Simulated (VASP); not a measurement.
# B2AsH2 (P-3m1) in VASP: a series of runs, part 3 of 3

VASP 6.6.1. Earlier steps stand in the parts before.

**5. Single point, PBE**

This run uses another cell than the first one, of 17.73 Å³/atom.

Contents of INCAR:

```
SYSTEM = B2AsH2
ALGO = Normal
EDIFF = 1E-6
ENCUT = 520
GGA = PE
ISIF = 2
ISMEAR = 0
LASPH = .TRUE.
LCHARG = .FALSE.
LREAL = .FALSE.
LWAVE = .FALSE.
NBANDS = 14
NELM = 80
PREC = Accurate
SIGMA = 0.1
```

Contents of KPOINTS:

```
k-points
0
G
  12 12 4
  0 0 0
```

Contents of POSCAR:

```
B2AsH2
1.0
    3.3403581927      0.0000000000      0.0000000000
   -1.6701790963      2.8928350526      0.0000000000
    0.0000000000      0.0000000000      9.1742538266
B H As
2 2 1
Direct
    0.3333333333      0.6666666667      0.6125937568
    0.6666666667      0.3333333333      0.3874062432
    0.0000000000      0.0000000000      0.9591001853
    0.0000000000      0.0000000000      0.0408998147
    0.0000000000      0.0000000000      0.5000000000
```

Potentials or basis: VASP PAW PBE potentials, release 64 (B, H, As).

Started as:

```console
$ cat potpaw_PBE.64/B/POTCAR potpaw_PBE.64/H/POTCAR potpaw_PBE.64/As/POTCAR > POTCAR
$ mpirun -np 1 vasp_std > vasp.out
```

OUTCAR:

```text
SYSTEM = B2AsH2
   EDIFF = 1E-6
   ENCUT = 520
   GGA = PE
   ISIF = 2
   ISMEAR = 0
   LASPH = .TRUE.
   LREAL = .FALSE.
   NELM = 80
   PREC = Accurate

 ion  position               nearest neighbor table
   1  0.333  0.667  0.613-   5 2.19   5 2.19   5 2.19
   2  0.667  0.333  0.387-   5 2.19   5 2.19   5 2.19
   3  0.000  0.000  0.959-   4 0.75
   4  0.000  0.000  0.041-   3 0.75
   5  0.000  0.000  0.500-   1 2.19   2 2.19   1 2.19   2 2.19   2 2.19   1 2.19

  LATTYP: Found a hexagonal cell.
 ALAT       =     3.3403581927
 C/A-ratio  =     2.7464880403

  Lattice vectors:

 A1 = (   3.3403581927,   0.0000000000,   0.0000000000)
 A2 = (  -1.6701790963,   2.8928350526,   0.0000000000)
 A3 = (   0.0000000000,   0.0000000000,   9.1742538266)

Analysis of symmetry for initial positions (statically):
=====================================================================
 Subroutine PRICEL returns:
 Original cell was already a primitive cell.

 Routine SETGRP: Setting up the symmetry group for a
 hexagonal supercell.

 Subroutine GETGRP returns: Found 12 space group operations
 (whereof 12 operations were pure point group operations)
 out of a pool of 24 trial point group operations.

The static configuration has the point symmetry D_3d.

Analysis of symmetry for dynamics (positions and initial velocities):
=====================================================================
 Subroutine PRICEL returns:
 Original cell was already a primitive cell.

 Routine SETGRP: Setting up the symmetry group for a
 hexagonal supercell.

 Subroutine GETGRP returns: Found 12 space group operations
 (whereof 12 operations were pure point group operations)
 out of a pool of 24 trial point group operations.

The dynamic configuration has the point symmetry D_3d.

 Subroutine INISYM returns: Found 12 space group operations
 (whereof 12 operations are pure point group operations),
 and found     1 'primitive' translations

----------------------------------------------------------------------------------------

                                     Primitive cell

  volume of cell :      88.6518

  direct lattice vectors                    reciprocal lattice vectors
     3.340358193  0.000000000  0.000000000     0.299369092  0.172840826  0.000000000
    -1.670179096  2.892835053  0.000000000     0.000000000  0.345681652  0.000000000
     0.000000000  0.000000000  9.174253827     0.000000000  0.000000000  0.109000690

  length of vectors
     3.340358193  3.340358193  9.174253827     0.345681652  0.345681652  0.109000690

  position of ions in fractional coordinates (direct lattice)
     0.333333333  0.666666667  0.612593757
     0.666666667  0.333333333  0.387406243
     0.000000000  0.000000000  0.959100185
     0.000000000  0.000000000  0.040899815
     0.000000000  0.000000000  0.500000000

  ion indices of the primitive-cell ions
   primitive index   ion index
                 1           1
                 2           2
[... 56 lines left out ...]
 [... further k-points ...]
   k-points           NKPTS =     69   k-points in BZ     NKDIM =     69   number of bands    NBANDS=     14
   number of dos      NEDOS =    301   number of ions     NIONS =      5
   total plane-waves  NPLWV =  54880
   dimension x,y,z NGX =    28 NGY =   28 NGZ =   70
   dimension x,y,z NGXF=    56 NGYF=   56 NGZF=  140
   ions per type =               2   2   1
   NGX,Y,Z   is equivalent  to a cutoff of  13.94, 13.94, 12.68 a.u.
   NGXF,Y,Z  is equivalent  to a cutoff of  27.87, 27.87, 25.37 a.u.
 SYSTEM =  B2AsH2
   PREC   = accura    normal or accurate (medium, high low for compatibility)
   ISTART =      0    job   : 0-new  1-cont  2-samecut
   ICHARG =      2    charge: 1-file 2-atom 10-const
   ISPIN  =      1    spin polarized calculation?
   LNONCOLLINEAR =      F non collinear calculations
   LSORBIT =      F    spin-orbit coupling
   LASPH  =      T    aspherical Exc in radial PAW
   ENCUT  =  520.0 eV  38.22 Ry    6.18 a.u.   6.21  6.21 17.06*2*pi/ulx,y,z
   NELM   =     80;   NELMIN=  2; NELMDL= -5     # of ELM steps
   EDIFF  = 0.1E-05   stopping-criterion for ELM
   LREAL  =      F    real-space projection
   EDIFFG = 0.1E-04   stopping-criterion for IOM
   NSW    =      0    number of steps for IOM
   IBRION =     -1    ionic relax: 0-MD 1-quasi-New 2-CG
   NFREE  =      0    steps in history (QN), initial steepest desc. (CG)
   ISIF   =      2    stress and relaxation
   ISYM   =      2    0-nonsym 1-usesym 2-fastsym
   POTIM  = 0.5000    time-step for ionic-motion
   TEBEG  =    0.0;   TEEND  =   0.0 temperature during run
   PSTRESS=    0.0 pullay stress
   NELECT =      13.0000    total number of electrons
   NUPDOWN=      -1.0000    fix difference up-down
   EMIN   =  10.00;   EMAX   =-10.00  energy-range for DOS
   EFERMI =   0.00;   METHOD = LEGACY
   ISMEAR =     0;   SIGMA  =   0.10  broadening in eV -4-tet -1-fermi 0-gaus
   EFERMI_NEDOS =   21; number of points for ismear=-14 and -15
   IALGO  =     38    algorithm
   IMIX   =      4    mixing-type and parameters
     AMIX     =   0.40;   BMIX     =  1.00
     AMIX_MAG =   1.60;   BMIX_MAG =  1.00
  volume/ion in A,a.u.               =      17.73       119.65
  Fermi-wavevector in a.u.,A,eV,Ry     =   0.863297  1.631394 10.140168  0.745281
  Thomas-Fermi vector in A             =   1.981226
   LORBIT       =      0    0 simple, 1 ext, 2 COOP (PROOUT), +10 PAW based schemes
   GGA     = PE    functional components
   LHFCALC =     F    Hartree Fock is set to
   AEXX    =    0.0000 exact exchange contribution
   IVDW    =     0    specifies the selected vdW correction
   LEPSILON=     F    determine dielectric tensor
   LRPA    =     F    only Hartree local field effects (RPA)
 non-spin polarized calculation
 Gauss-broadening in eV      SIGMA  =   0.10
  energy-cutoff  :      520.00
  volume of cell :       88.65
 maximum number of plane-waves:      2408
 NGX is ok and might be reduce to    28
   NGX = 13   NGY = 13   NGZ = 35

 number of electron      13.0000000 magnetization

 Free energy of the ion-electron system (eV)
  ---------------------------------------------------
  ext. energy  EPLUGINS =         0.00000000
  ---------------------------------------------------
  free energy    TOTEN  =       -19.22642435 eV

  energy without entropy =      -19.22201583  energy(sigma->0) =      -19.22422009

 E-fermi :  -0.4230     XC(G=0):  -7.0288

 val. band max:       -0.4871069841   @ k =   0.3333  -0.0000   0.0000
 cond. band min:      -0.2674202237   @ k =   0.3333   0.0833   0.5000
 fundamental gap:      0.2196867604
 Fermi energy:        -0.4229705571

 k-point     1 :       0.0000    0.0000    0.0000
  band No.  band energies     occupation
      1     -15.4739      2.00000
      2      -7.8333      2.00000
      3      -5.7500      2.00000
      4      -1.9703      2.00000
      5      -1.2224      2.00000
      6      -1.2224      2.00000
      7       0.6199      0.00000
      8       0.6199      0.00000
      9       1.2788      0.00000
     10       2.7836      0.00000
     11       4.6364      0.00000
     12       5.8459      0.00000
     13       5.9668      0.00000
     14       5.9668      0.00000
[... 377 lines left out ...]
      1     -15.0400      2.00000
      2      -7.4586      2.00000
      3      -5.5485      2.00000
      4      -4.1378      2.00000
      5      -2.4034      2.00000
      6      -1.6974      2.00000
      7      -0.2537      0.01665
      8       1.5099      0.00000
      9       1.5248      0.00000
     10       3.7548      0.00000
     11       5.4297      0.00000
     12       5.8504      0.00000
     13       6.4224      0.00000
     14       7.0652      0.00000

 [... further k-points ...]

------------------------ aborting loop because EDIFF is reached ----------------------------------------

  FORCE on cell =-STRESS in cart. coord.  units (eV):
  Direction    XX          YY          ZZ          XY          YZ          ZX
  --------------------------------------------------------------------------------------
  -------------------------------------------------------------------------------------
  Total        0.0926275      0.0926275      0.0258709      0.0000000     -0.0000000      0.0000000
  in kB        1.6740292      1.6740292      0.4675563      0.0000000     -0.0000000      0.0000000
  external PRESSURE =       1.2718716 kB  Pullay stress =       0.0000000 kB

 VOLUME and BASIS-vectors are now :
 -----------------------------------------------------------------------------
  energy-cutoff  :      520.00
  volume of cell :       88.65
      direct lattice vectors                 reciprocal lattice vectors
     3.340358193  0.000000000  0.000000000     0.299369092  0.172840826  0.000000000
    -1.670179096  2.892835053  0.000000000     0.000000000  0.345681652  0.000000000
     0.000000000  0.000000000  9.174253827     0.000000000  0.000000000  0.109000690

 POSITION                                       TOTAL-FORCE (eV/Angst)
 -----------------------------------------------------------------------------------
     -0.00000      1.92856      5.62009        -0.000000     -0.000000      0.031931
      1.67018      0.96428      3.55416         0.000000      0.000000     -0.031931
      0.00000      0.00000      8.79903         0.000000     -0.000000      0.010959
      0.00000      0.00000      0.37523        -0.000000      0.000000     -0.010959
      0.00000      0.00000      4.58713         0.000000      0.000000      0.000000
 -----------------------------------------------------------------------------------
    total drift:                               -0.000000      0.000000      0.000000

  FREE ENERGIE OF THE ION-ELECTRON SYSTEM (eV)
  ---------------------------------------------------
  free  energy   TOTEN  =       -19.2264243493 eV

  energy  without entropy=      -19.2220158308  energy(sigma->0) =      -19.22422009
```

OSZICAR:

```text
N       E                     dE             d eps       ncg     rms          rms(c)
DAV:   1     0.286080109239E+02    0.28608E+02   -0.43213E+03  1932   0.685E+02
DAV:   2    -0.170724530701E+02   -0.45680E+02   -0.42234E+02  2778   0.117E+02
DAV:   3    -0.199374949072E+02   -0.28650E+01   -0.28104E+01  2526   0.280E+01
DAV:   4    -0.199725249223E+02   -0.35030E-01   -0.35006E-01  2470   0.352E+00
DAV:   5    -0.199730797895E+02   -0.55487E-03   -0.55481E-03  2482   0.421E-01    0.587E+00
DAV:   6    -0.194583880621E+02    0.51469E+00   -0.25925E-01  2052   0.232E+00    0.326E+00
DAV:   7    -0.192221562495E+02    0.23623E+00   -0.44932E-01  2238   0.292E+00    0.383E-01
DAV:   8    -0.192258782863E+02   -0.37220E-02   -0.29244E-02  2430   0.852E-01    0.167E-01
DAV:   9    -0.192264953820E+02   -0.61710E-03   -0.21249E-03  2514   0.295E-01    0.565E-02
DAV:  10    -0.192264571660E+02    0.38216E-04   -0.24003E-04  2430   0.896E-02    0.171E-02
DAV:  11    -0.192264273512E+02    0.29815E-04   -0.70229E-05  2460   0.524E-02    0.191E-02
DAV:  12    -0.192264238073E+02    0.35439E-05   -0.13159E-05  2502   0.195E-02    0.714E-03
DAV:  13    -0.192264243493E+02   -0.54201E-06   -0.81403E-06  2508   0.165E-02
   1 F= -.19226424E+02 E0= -.19224220E+02  d E =-.440852E-02
```

stdout:

```text
POSCAR found type information on POSCAR B H As
 POSCAR found :  3 types and       5 ions
 scaLAPACK will be used
 LDA part: xc-table for (Slater+PW92), standard interpolation
 POSCAR, INCAR and KPOINTS ok, starting setup
 FFT: planning ... GRIDC
 FFT: planning ... GRID_SOFT
 FFT: planning ... GRID
 WAVECAR not read
 entering main loop
```

Wall time 99 s (1 thread of Intel Xeon 8259CL, shared host); peak memory 0.28 GiB.

Results:

```
Free energy            : -19.2264 eV
Pressure               : 0.1 GPa
Largest force          : 0.032 eV/Å
Band gap on the k mesh : zero (an odd number of electrons rules out a gap without spin polarisation)
```

Forces in eV/Å, atoms in the order of the input:
```
B    0.000  0.000  0.032
B    0.000  0.000 -0.032
H    0.000  0.000  0.011
H    0.000  0.000 -0.011
As   0.000  0.000  0.000
```

Caveat: this functional lacks dispersion, which binds the layers, so the pressure and a relaxed spacing across them are unreliable.

**6. Single point, PBE**

This run uses another cell than the first one, of 17.73 Å³/atom.

Contents of INCAR:

```
PREC = Accurate
ENCUT = 520
EDIFF = 1E-7
ISMEAR = 0
SIGMA = 0.1
LREAL = F
LASPH = T
NELM = 60
ALGO = Normal
ISIF = 2
LWAVE = F
LCHARG = T
GGA = PE
LELF = T
LVHAR = T
NBANDS = 14
```

Contents of KPOINTS:

```
regular mesh
0
Gamma
  12 12 4
```

POSCAR is that of step 5.

Potentials or basis: VASP PAW PBE potentials, release 64 (B, H, As).

Started as:

```console
$ cat potpaw_PBE.64/B/POTCAR potpaw_PBE.64/H/POTCAR potpaw_PBE.64/As/POTCAR > POTCAR
$ mpirun -np 1 vasp_std > vasp.out
```

Wall time 1.9 min (1 thread of Intel Xeon 8259CL, shared host); peak memory 0.28 GiB.

The run converged. Its results:

| Property | Result |
| --- | --- |
| Free energy | -19.2264 eV |
| Pressure | 0.1 GPa |
| Largest force | 0.032 eV/Å |
| Band gap on the k mesh | zero (an odd number of electrons rules out a gap without spin polarisation) |

Forces in eV/Å, atoms in the order of the input:
```
B    0.000  0.000  0.032
B    0.000  0.000 -0.032
H    0.000  0.000  0.011
H    0.000  0.000 -0.011
As   0.000  0.000  0.000
```

Stress tensor (GPa, compression positive):
```
0.17 0.00 0.00
0.00 0.17 0.00
0.00 0.00 0.05
```

Levels at points of the mesh, in eV from the Fermi level:
```tsv
k point	band 3	band 4	band 5	band 6	band 7	band 8	band 9	band 10
(0.00, 0.00, 0.00)	-5.33	-1.55	-0.80	-0.80	1.04	1.04	1.70	3.21
(0.50, 0.00, 0.00)	-4.52	-4.25	-3.68	-3.62	0.74	0.74	2.09	2.91
(0.00, 0.00, 0.50)	-5.28	-1.70	-0.80	-0.80	1.04	1.04	2.01	3.20
(0.50, 0.00, 0.50)	-4.57	-4.20	-3.68	-3.62	0.73	0.76	2.09	2.82
```

Caveat: this functional lacks dispersion, which binds the layers, so the pressure and a relaxed spacing across them are unreliable.

**7. Overview**

| task | cell | k mesh | cutoff (eV) | gap on the mesh (eV) | pressure (GPa) | largest force (eV/Å) |
| --- | --- | --- | --- | --- | --- | --- |
| single point | a = 4.023, b = 4.023, c = 4.067 Å, angles 90.0, 90.0, 120.0°, 5 atoms, atomic positions A | 6 × 6 × 4 | 520 | none | -3.1 | 2.05 |
| single point | a = 3.314, b = 3.314, c = 8.781 Å, angles 90.0, 90.0, 120.0°, 5 atoms, atomic positions B | 6 × 6 × 4 | 520 | none | 0.2 | 0.03 |
| relaxation of cell and atoms | relaxed from a = 4.023, b = 4.023, c = 4.067 Å, angles 90.0, 90.0, 120.0°, 5 atoms, atomic positions A | 6 × 6 × 4 | 600 | none | 0.1 | 0.03 |
| single point | a = 3.340, b = 3.340, c = 9.174 Å, angles 90.0, 90.0, 120.0°, 5 atoms, atomic positions C | 12 × 12 × 4 | 520 | none | 0.1 | 0.03 |

Alike in all rows: level PBE; potentials or basis VASP PAW PBE potentials, release 64 (B, H, As); no spin polarisation; smearing gaussian 0.1 eV.

Caveats: some runs use coarse meshes; this functional lacks dispersion, which binds the layers, so the pressure and a relaxed spacing across them are unreliable (at least some runs); forces of over 1 eV/Å act on the atoms, so gaps and moduli don't describe the material at rest (at least some runs); the volume moved by over 15 % at a fixed basis, so the end points are rough (at least some runs).

Absolute energies hang on the potentials; compare differences alone.
